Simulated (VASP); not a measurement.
# Ti (R-3m) in VASP: further runs

The runs below take Ti through electric field gradients, with PBEsol.

Program: VASP 6.6.1. These are calculated values, not measurements. Logs are shortened: lines on timing, memory, paths and dates and some standing lists are left out, and cuts for length are marked.

**1. The cell of the first run**

Symmetry: R-3m, No. 166, trigonal system. The conventional cell has a = 4.688 Å, b = 4.688 Å, c = 2.785 Å, α = 90.00°, β = 90.00°, γ = 120.00°. Within 3.7 Å of Ti (site symmetry -3m) lie 14 Ti at 2.79 to 3.28 Å.

**2. Electric field gradients, PBEsol (equal xy, yz and zx shear strains of -2 %)**

Input file INCAR:

```
PREC = Accurate ; ENCUT = 400
EDIFF = 1E-8 ; ISMEAR = -1
SIGMA = 0.08 ; LREAL = False
LASPH = True ; NELM = 120
ALGO = Normal ; ISIF = 2
LWAVE = False ; LCHARG = False
GGA = PS ; LEFG = True
NBANDS = 12 ; GGA_COMPAT = False
```

Input file KPOINTS:

```
regular mesh
0
Gamma
  17 17 17
```

Input file POSCAR:

```
Ti
1.0
   -1.6738200000      1.6410000000      1.6410000000
    1.6410000000     -1.6738200000      1.6410000000
    1.6410000000      1.6410000000     -1.6738200000
Ti
1
Direct
    0.0000000000      0.0000000000      0.0000000000
```

Potentials or basis: VASP PAW PBE potentials, release 64 (Ti_sv).

Command:

```
$ cat potpaw_PBE.64/Ti_sv/POTCAR > POTCAR
$ mpirun -np 1 vasp_std > vasp.out
```

OUTCAR:

```text
PREC = Accurate
   ENCUT = 400
   EDIFF = 1E-8
   ISMEAR = -1
   LREAL = False
   LASPH = True
   NELM = 120
   ISIF = 2
   GGA = PS

 ion  position               nearest neighbor table
   1  0.000  0.000  0.000-

  LATTYP: Found a trigonal (rhomboedric) cell.
 ALAT       =     2.8613694960
 COS(alpha) =    -0.3420602552

  Lattice vectors:

 A1 = (  -1.6738200000,   1.6410000000,   1.6410000000)
 A2 = (   1.6410000000,  -1.6738200000,   1.6410000000)
 A3 = (   1.6410000000,   1.6410000000,  -1.6738200000)

Analysis of symmetry for initial positions (statically):
=====================================================================
 Subroutine PRICEL returns:
 Original cell was already a primitive cell.

 Routine SETGRP: Setting up the symmetry group for a
 trigonal (rhombohedral) supercell.

 Subroutine GETGRP returns: Found 12 space group operations
 (whereof 12 operations were pure point group operations)
 out of a pool of 12 trial point group operations.

The static configuration has the point symmetry D_3d.

Analysis of symmetry for dynamics (positions and initial velocities):
=====================================================================
 Subroutine PRICEL returns:
 Original cell was already a primitive cell.

 Routine SETGRP: Setting up the symmetry group for a
 trigonal (rhombohedral) supercell.

 Subroutine GETGRP returns: Found 12 space group operations
 (whereof 12 operations were pure point group operations)
 out of a pool of 12 trial point group operations.

The dynamic configuration has the point symmetry D_3d.

 Subroutine INISYM returns: Found 12 space group operations
 (whereof 12 operations are pure point group operations),
 and found     1 'primitive' translations

----------------------------------------------------------------------------------------

                                     Primitive cell

  volume of cell :      17.6707

  direct lattice vectors                    reciprocal lattice vectors
    -1.673820000  1.641000000  1.641000000     0.006156643  0.307832149  0.307832149
     1.641000000 -1.673820000  1.641000000     0.307832149  0.006156643  0.307832149
     1.641000000  1.641000000 -1.673820000     0.307832149  0.307832149  0.006156643

  length of vectors
     2.861369496  2.861369496  2.861369496     0.435383932  0.435383932  0.435383932

  position of ions in fractional coordinates (direct lattice)
     0.000000000  0.000000000  0.000000000

  ion indices of the primitive-cell ions
   primitive index   ion index
                 1           1

----------------------------------------------------------------------------------------

 KPOINTS: regular mesh

Automatic generation of k-mesh.
 Grid dimensions read from file:
 generate k-points for:   17   17   17

 Generating k-lattice:

  Cartesian coordinates                     Fractional coordinates (reciprocal lattice)
     0.000362155  0.018107773  0.018107773     0.058823529  0.000000000  0.000000000
     0.018107773  0.000362155  0.018107773     0.000000000  0.058823529  0.000000000
     0.018107773  0.018107773  0.000362155     0.000000000  0.000000000  0.058823529

  Length of vectors
     0.025610820  0.025610820  0.025610820

  Shift w.r.t. Gamma in fractional coordinates (k-lattice)
     0.000000000  0.000000000  0.000000000

 Subroutine IBZKPT returns following result:
 ===========================================

 Found    489 irreducible k-points:

 Following reciprocal coordinates:
            Coordinates               Weight
  0.000000  0.000000  0.000000      1.000000
  0.058824  0.000000  0.000000      6.000000
  0.117647 -0.000000 -0.000000      6.000000
  0.176471 -0.000000 -0.000000      6.000000
  0.235294 -0.000000 -0.000000      6.000000
  0.294118 -0.000000 -0.000000      6.000000
[... 16 lines left out ...]
 -0.176471  0.058824  0.000000     12.000000
 -0.117647  0.058824  0.000000     12.000000
 [... further k-points ...]
   k-points           NKPTS =    489   k-points in BZ     NKDIM =    489   number of bands    NBANDS=     12
   number of dos      NEDOS =    301   number of ions     NIONS =      1
   total plane-waves  NPLWV =   8000
   dimension x,y,z NGX =    20 NGY =   20 NGZ =   20
   dimension x,y,z NGXF=    40 NGYF=   40 NGZF=   40
   ions per type =               1
   NGX,Y,Z   is equivalent  to a cutoff of  11.62, 11.62, 11.62 a.u.
   NGXF,Y,Z  is equivalent  to a cutoff of  23.24, 23.24, 23.24 a.u.
 SYSTEM =  unknown system
   PREC   = accura    normal or accurate (medium, high low for compatibility)
   ISTART =      0    job   : 0-new  1-cont  2-samecut
   ICHARG =      2    charge: 1-file 2-atom 10-const
   ISPIN  =      1    spin polarized calculation?
   LNONCOLLINEAR =      F non collinear calculations
   LSORBIT =      F    spin-orbit coupling
   LASPH  =      T    aspherical Exc in radial PAW
   ENCUT  =  400.0 eV  29.40 Ry    5.42 a.u.   4.67  4.67  4.67*2*pi/ulx,y,z
   NELM   =    120;   NELMIN=  2; NELMDL= -5     # of ELM steps
   EDIFF  = 0.1E-07   stopping-criterion for ELM
   LREAL  =      F    real-space projection
   EDIFFG = 0.1E-06   stopping-criterion for IOM
   NSW    =      0    number of steps for IOM
   IBRION =     -1    ionic relax: 0-MD 1-quasi-New 2-CG
   NFREE  =      0    steps in history (QN), initial steepest desc. (CG)
   ISIF   =      2    stress and relaxation
   ISYM   =      2    0-nonsym 1-usesym 2-fastsym
   POTIM  = 0.5000    time-step for ionic-motion
   TEBEG  =    0.0;   TEEND  =   0.0 temperature during run
   PSTRESS=    0.0 pullay stress
   NELECT =      12.0000    total number of electrons
   NUPDOWN=      -1.0000    fix difference up-down
   EMIN   =  10.00;   EMAX   =-10.00  energy-range for DOS
   EFERMI =   0.00;   METHOD = LEGACY
   ISMEAR =    -1;   SIGMA  =   0.08  broadening in eV -4-tet -1-fermi 0-gaus
   EFERMI_NEDOS =   21; number of points for ismear=-14 and -15
   IALGO  =     38    algorithm
   IMIX   =      4    mixing-type and parameters
     AMIX     =   0.40;   BMIX     =  1.00
     AMIX_MAG =   1.60;   BMIX_MAG =  1.00
  volume/ion in A,a.u.               =      17.67       119.25
  Fermi-wavevector in a.u.,A,eV,Ry     =   1.438966  2.719251 28.172520  2.070622
  Thomas-Fermi vector in A             =   2.557874
   LORBIT       =      0    0 simple, 1 ext, 2 COOP (PROOUT), +10 PAW based schemes
   GGA     = PS    functional components
   LHFCALC =     F    Hartree Fock is set to
   AEXX    =    0.0000 exact exchange contribution
   IVDW    =     0    specifies the selected vdW correction
   LEPSILON=     F    determine dielectric tensor
   LRPA    =     F    only Hartree local field effects (RPA)
 non-spin polarized calculation
  energy-cutoff  :      400.00
  volume of cell :       17.67
 maximum number of plane-waves:       335
   NGX =  9   NGY =  9   NGZ =  9

 number of electron      11.9999998 magnetization

 Free energy of the ion-electron system (eV)
  ---------------------------------------------------
  ext. energy  EPLUGINS =         0.00000000
  ---------------------------------------------------
  free energy    TOTEN  =        -8.22623099 eV

  energy without entropy =       -8.17564025  energy(sigma->0) =       -8.20093562

 E-fermi :   7.7823     XC(G=0): -11.5496

 val. band max:        7.7810855434   @ k =  -0.3529   0.1176   0.0588
 cond. band min:       7.7827741912   @ k =  -0.3529  -0.4706   0.0588
 fundamental gap:      0.0016886478
 Fermi energy:         7.7823315991

 k-point     1 :       0.0000    0.0000    0.0000
  band No.  band energies     occupation
      1     -48.5388      2.00000
      2     -24.5314      2.00000
      3     -24.5314      2.00000
      4     -24.4848      2.00000
      5       1.8953      2.00000
      6       8.5554      0.00013
      7       8.8398      0.00000
      8       8.8398      0.00000
      9      10.5019      0.00000
     10      10.5019      0.00000
     11      24.6878      0.00000
     12      25.2725      0.00000

 k-point     2 :       0.0588    0.0000    0.0000
  band No.  band energies     occupation
      1     -48.5343      2.00000
      2     -24.5438      2.00000
      3     -24.5313      2.00000
      4     -24.5038      2.00000
      5       2.0145      2.00000
      6       8.6084      0.00007
      7       8.7851      0.00001
      8       8.8710      0.00000
      9      10.4265      0.00000
     10      10.5002      0.00000
     11      24.7219      0.00000
     12      25.0914      0.00000

 k-point     3 :       0.1176   -0.0000   -0.0000
  band No.  band energies     occupation
      1     -48.5216      2.00000
      2     -24.5959      2.00000
      3     -24.5413      2.00000
      4     -24.5312      2.00000
      5       2.3619      2.00000
      6       8.6313      0.00005
      7       8.6599      0.00003
      8       9.0417      0.00000
      9      10.2537      0.00000
     10      10.4988      0.00000
     11      24.5108      0.00000
     12      24.6949      0.00000
[... 286 lines left out ...]
 k-point    23 :      -0.1765    0.0588    0.0000
  band No.  band energies     occupation
      1     -48.5112      2.00000
      2     -24.6606      2.00000
      3     -24.5445      2.00000
      4     -24.5384      2.00000
      5       2.6827      2.00000
      6       8.4858      0.00030
      7       8.4992      0.00026
      8       9.3579      0.00000
      9      10.1494      0.00000
     10      10.5577      0.00000
     11      23.8965      0.00000
     12      24.3751      0.00000

 k-point    24 :      -0.1176    0.0588    0.0000
  band No.  band energies     occupation
      1     -48.5269      2.00000
      2     -24.5906      2.00000
      3     -24.5387      2.00000
      4     -24.5043      2.00000
      5       2.2377      2.00000
      6       8.5105      0.00022
      7       8.6964      0.00002
      8       9.0681      0.00000
      9      10.3290      0.00000
     10      10.5291      0.00000
     11      24.3914      0.00000
     12      24.9407      0.00000

 [... further k-points ...]

------------------------ aborting loop because EDIFF is reached ----------------------------------------

  FORCE on cell =-STRESS in cart. coord.  units (eV):
  Direction    XX          YY          ZZ          XY          YZ          ZX
  --------------------------------------------------------------------------------------
  -------------------------------------------------------------------------------------
  Total       -0.8031602     -0.8031602     -0.8031602      0.0703804      0.0703804      0.0703804
  in kB      -72.8212644    -72.8212644    -72.8212644      6.3812791      6.3812791      6.3812791
  external PRESSURE =     -72.8212644 kB  Pullay stress =       0.0000000 kB

 VOLUME and BASIS-vectors are now :
 -----------------------------------------------------------------------------
  energy-cutoff  :      400.00
  volume of cell :       17.67
      direct lattice vectors                 reciprocal lattice vectors
    -1.673820000  1.641000000  1.641000000     0.006156643  0.307832149  0.307832149
     1.641000000 -1.673820000  1.641000000     0.307832149  0.006156643  0.307832149
     1.641000000  1.641000000 -1.673820000     0.307832149  0.307832149  0.006156643

 POSITION                                       TOTAL-FORCE (eV/Angst)
 -----------------------------------------------------------------------------------
      0.00000      0.00000      0.00000        -0.000000      0.000000      0.000000
 -----------------------------------------------------------------------------------
    total drift:                                0.000000     -0.000000      0.000000

  FREE ENERGIE OF THE ION-ELECTRON SYSTEM (eV)
  ---------------------------------------------------
  free  energy   TOTEN  =        -8.2262309932 eV

  energy  without entropy=       -8.1756402503  energy(sigma->0) =       -8.20093562

 Electric field gradients (V/A^2)
---------------------------------------------------------------------
 ion       V_xx      V_yy      V_zz      V_xy      V_xz      V_yz
---------------------------------------------------------------------
   1      -0.000    -0.000     0.000     4.846     4.846     4.846
---------------------------------------------------------------------

 Electric field gradients after diagonalization (V/A^2)
 (convention: |V_zz| > |V_xx| > |V_yy|)
----------------------------------------------------------------------
 ion       V_xx      V_yy      V_zz     asymmetry (V_yy - V_xx)/ V_zz
----------------------------------------------------------------------
   1      -4.846    -4.846     9.691       0.000
----------------------------------------------------------------------

           NMR quadrupolar parameters

 Cq : quadrupolar parameter    Cq=e*Q*V_zz/h
 eta: asymmetry parameters     (V_yy - V_xx)/ V_zz
 Q  : nuclear electric quadrupole moment in mb (millibarn)
----------------------------------------------------------------------
 ion       Cq(MHz)       eta       Q (mb)
----------------------------------------------------------------------
   1       0.023       0.000       1.000
----------------------------------------------------------------------
```

Run time: 40 s. Hardware: 1 thread of Intel Xeon 6975P-C, shared host; peak memory 0.18 GiB.

What came out:

| Property | Result |
| --- | --- |
| Free energy | -8.2262 eV |
| Pressure | -7.3 GPa |
| Band gap on the k mesh | zero (band 6 reaches 8.70 eV, above the bottom of band 7 at 7.12 eV) |

Stress tensor (GPa, compression positive):
```
-7.28  0.64  0.64
 0.64 -7.28  0.64
 0.64  0.64 -7.28
```

Electric field gradients, principal values (V/Å²):
```csv
atom,least,middle,greatest (by size)
1 Ti,-4.846,-4.846,9.691
```

Caveat: the cell differs from its parent crystal (equal xy, yz and zx shear strains of -2 %); without QUAD_EFG the Cq values of the log hold for a quadrupole moment of 1 mb, not for the nuclei; the PAW data sets were made with another functional, which shifts forces and pressure a little.

(Part 1 of 2 ends here.)
